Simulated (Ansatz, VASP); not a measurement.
**Two plane-wave programs on As**

```
As
1.0
     1.87999    1.08541    3.32765
    -1.87999    1.08541    3.32765
     0.00000   -2.17082    3.32765
As
2
Direct
  0.76951 0.76951 0.76951
  0.23049 0.23049 0.23049
```

Alike in both runs: task single point; functional LDA; k mesh 5 × 5 × 5; occupations fermi-dirac, width 0.1 eV; no spin polarisation.

```csv
,VASP,Ansatz
version,VASP 6.6.1,Ansatz 0.2.0
potentials or method,"VASP PAW LDA potentials, release 64 (As), cutoff 500 eV","plane waves (420 eV) with PAW, scalar-relativistic"
valence electrons in the cell,10,30
```

Ansatz gave:

| Item | Value |
| --- | --- |
| pressure (GPa) | -0.1 |
| traceless stress, the component that is largest in VASP (GPa) | -0.76 |

Q: Estimate VASP's values.

A: Pressure (GPa): 0.3; traceless stress, the component that is largest in VASP (GPa): -0.87.

Ansatz warns that its potentials were made for another functional, while VASP's fit it. LDA's correlation is that of Perdew and Zunger in VASP and of Perdew and Wang (1992) in Ansatz. VASP's potentials hold 10 valence electrons a cell and Ansatz's 30, so a difference there can come from the potentials and not from the codes.
